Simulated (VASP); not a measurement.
C, 2 atoms in the cell. It takes space group R-3m (No. 166, trigonal). The conventional cell has a = 2.843 Å, b = 2.843 Å, c = 6.964 Å, α = 90.00°, β = 90.00°, γ = 120.00°. C (site symmetry 3m) has 4 C at 1.43 to 1.87 Å within 1.9 Å.  This cell differs from its parent crystal: shortest bond scaled by 0.82.

| Quantity | Value |
| --- | --- |
| Program | VASP 6.6.1 |
| Task | electric field gradients |
| Functional | PBE |
| Potentials or basis | VASP PAW PBE potentials, release 64 (C) |
| Cutoff | 520 eV |
| k mesh | 13 × 13 × 13 |
| Occupations | fermi-dirac, width 0.05 eV |
| Spin | no spin polarisation |
| Dipole correction | no |
| Further INCAR settings | ALGO = Normal; EDIFF = 1e-08; NBANDS = 11 |

Potentials or basis: VASP PAW PBE potentials, release 64 (C).

Run with:

```sh
$ cat potpaw_PBE.64/C/POTCAR > POTCAR
$ mpirun -np 1 vasp_std > vasp.out
```

Hardware: 1 thread of AMD EPYC 7R13, on a shared host.

Question: How long does it take, and how much memory?

Answer: It took 89 s on 1 thread of AMD EPYC 7R13, on a shared host, peak memory 0.12 GiB. Counts: scf iterations 15, k points 231.
